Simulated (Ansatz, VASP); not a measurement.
**Two plane-wave programs on Be**

```
CELL_PARAMETERS angstrom
14.00000 0.00000 0.00000
0.00000 14.40000 0.00000
0.00000 0.00000 14.80000
ATOMIC_POSITIONS crystal
Be 0.50000 0.50000 0.50000
```

Alike in both runs: task single point; functional r2SCANh; k mesh 1 × 1 × 1; occupations fermi-dirac, width 0.01 eV; collinear spin.

|  | VASP | Ansatz |
| --- | --- | --- |
| version | VASP 6.6.1 | Ansatz 0.2.0 |
| potentials or method | VASP PAW PBE potentials, release 64 (Be), cutoff 520 eV | plane waves (500 eV) with PAW, scalar-relativistic |
| valence electrons in the cell | 2 | 2 |

```tsv
	VASP	Ansatz	Ansatz less VASP
gap on the k mesh at the Fermi level (eV)	4.58	4.57	-0.009
net moment per atom (μB)	0.00	0.00	0.000
```

VASP's potentials were made for PBE, not for r2SCANh. Ansatz's warnings: seeded moment not kept, stability check not made, unseeded exchange loop, xc potential rough in thin density.
